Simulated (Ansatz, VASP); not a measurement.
Fe in VASP and in Ansatz

Contents of POSCAR:

```
Fe
1.0
   -1.4234976093      1.4234976093      1.4234976093
    1.4234976093     -1.4234976093      1.4234976093
    1.4234976093      1.4234976093     -1.4234976093
Fe
1
Direct
    0.0000000000      0.0000000000      0.0000000000
```

The input INCAR.step1:

```
ALGO     = Normal         # electronic algorithm
EDIFF    = 1E-5           # SCF threshold, eV
ENCUT    = 520            # plane-wave cutoff, eV
GGA      = PE             # functional
ISIF     = 2              # what is computed and relaxed
ISMEAR   = -1             # smearing method
ISPIN    = 2              # spin polarisation
LASPH    = True           # aspherical terms in the spheres
LCHARG   = False          # write CHGCAR
LMAXMIX  = 4              # l up to which the mixer works
LORBIT   = 11             # projections on sites
LREAL    = False          # projectors in reciprocal space
LWAVE    = True           # write WAVECAR
MAGMOM   = 3              # initial moments
NBANDS   = 14             # bands
NELM     = 150            # most SCF steps
PREC     = Accurate       # precision mode
SIGMA    = 0.05           # smearing width, eV
```

The input INCAR.step2:

```
AEXX     = 1.0            # exact-exchange fraction
AGGAC    = 0.0          
ALDAC    = 0.0          
ALGO     = Normal         # electronic algorithm
EDIFF    = 1E-6           # SCF threshold, eV
ENCUT    = 520            # plane-wave cutoff, eV
GGA      = PE             # functional
ISIF     = 2              # what is computed and relaxed
ISMEAR   = -1             # smearing method
ISPIN    = 2              # spin polarisation
ISTART   = 1            
LASPH    = True           # aspherical terms in the spheres
LCHARG   = False          # write CHGCAR
LHFCALC  = True           # exact exchange
LMAXMIX  = 4              # l up to which the mixer works
LORBIT   = 11             # projections on sites
LREAL    = False          # projectors in reciprocal space
LWAVE    = False          # write WAVECAR
MAGMOM   = 3              # initial moments
NBANDS   = 14             # bands
NELM     = 150            # most SCF steps
PREC     = Accurate       # precision mode
PRECFOCK = Normal       
SIGMA    = 0.05           # smearing width, eV
```

File KPOINTS:

```
k-points
0
Gamma
  7 7 7
```

Contents of input.yaml:

```yaml
crystal:
  lattice:
    - [-1.4234976093, 1.4234976093, 1.4234976093]
    - [1.4234976093, -1.4234976093, 1.4234976093]
    - [1.4234976093, 1.4234976093, -1.4234976093]
  atoms:
    - { symbol: Fe, position: [0.0, 0.0, 0.0], spin: 3.0 }
hamiltonian:
  xc: hf
  pseudopotentials: { kind: paw }
magnetization:
  spin_polarized: true
kpoints:
  mp_grid: { grid: [7, 7, 7] }
scf:
  occupations: { method: fermi_dirac, width: 0.05 }
output:
  forces: true
  stress: true
  eigenvalues: true
```

Alike in both runs: task single point; functional HF; k mesh 7 × 7 × 7; occupations fermi-dirac, width 0.05 eV; collinear spin.

|  | VASP | Ansatz |
| --- | --- | --- |
| version | VASP 6.6.1 | Ansatz 0.2.0 |
| potentials or method | VASP PAW PBE potentials, release 64 (Fe) | Ansatz PAW |
| plane-wave cutoff (eV) | 520 | 420 |
| valence electrons in the cell | 8 | 16 |

```tsv
	VASP	Ansatz	Ansatz less VASP
gap on the k mesh at the Fermi level (eV)	none	none	-
pressure (GPa)	52.7	47.2	-5.54
net moment per atom (μB)	2.79	2.51	-0.280
size of the moment on the site where the two differ most (μB)	2.92	3.24	+0.327
```

The net moments are unlike, so the other rows may belong to different states. VASP's potentials were made for PBE, not for HF. Site moments also hang on the region over which each program counts them. A gap of «none» marks a metal or a gap that the smearing closes. The pressures are high and differ by over a tenth, so treat them with care. VASP's potentials hold 8 valence electrons a cell and Ansatz's 16, so a difference there can come from the potentials and not from the codes.

The k mesh is coarse, so the values compare programs but aren't converged. Noted on Ansatz's run: the magnetic or orbital state may not be the lowest; Pulay correction over one GPa.
